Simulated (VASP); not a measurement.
Write the native input for VASP 6.6.1 that does the following.

| Item | Value |
| --- | --- |
| Task | single point |
| Functional | PBEsol |
| Potentials or basis | VASP PAW PBE potentials, release 64 (Au) |
| Cutoff | 520 eV |
| k mesh | 8 × 8 × 8 |
| Occupations | gaussian, width 0.15 eV |
| Spin | no spin polarisation |
| Dipole correction | no |
| Further INCAR settings | ALGO = Normal; EDIFF = 1e-06; NBANDS = 30 |

The structure of Au lies in POSCAR:

```
Au
1.0
    4.0838687703      0.0000000000      0.0000000000
    0.0000000000     -4.0838687703      0.0000000000
    0.0000000000      0.0000000000     -4.0838687703
Au
4
Direct
    0.0000000000      0.5000000000      0.5000000000
    0.5000000000      0.0000000000      0.5000000000
    0.5000000000      0.5000000000      0.0000000000
    0.0000000000      0.0000000000      0.0000000000
```

These files were run (other wordings do the same):

INCAR

```
SYSTEM = Au
ALGO     = Normal         ! electronic algorithm
EDIFF    = 1E-6           ! SCF threshold, eV
ENCUT    = 520            ! plane-wave cutoff, eV
GGA      = PS             ! functional
ISIF     = 2              ! what is computed and relaxed
ISMEAR   = 0              ! smearing method
LASPH    = .True.         ! aspherical terms in the spheres
LCHARG   = .True.         ! write CHGCAR
LELF     = .True.         ! ELF
LREAL    = .False.        ! projectors in reciprocal space
LVHAR    = .True.       
LWAVE    = .False.        ! write WAVECAR
NBANDS   = 30             ! bands
NELM     = 100            ! most SCF steps
PREC     = Accurate       ! precision mode
SIGMA    = 0.15           ! smearing width, eV
```

KPOINTS

```
k-points
0
Gamma
  8 8 8
  0 0 0
```

Potentials or basis: VASP PAW PBE potentials, release 64 (Au).

Command:

```bash
$ cat potpaw_PBE.64/Au/POTCAR > POTCAR
$ mpirun -np 1 vasp_std > vasp.out
```

It gave:

```json
{"Pressure": "-0.2 GPa", "Band gap on the k mesh": "zero (band 22 reaches 10.40 eV, above the bottom of band 23 at 8.26 eV)"}
```

Caveat: the PAW data sets were made with another functional, which shifts forces and pressure a little; spin-orbit coupling is left out, which moves the levels of the heavy elements.

Wall time 84 s on 1 thread of Intel Xeon 6975P-C, on a shared host, peak memory 0.2 GiB.
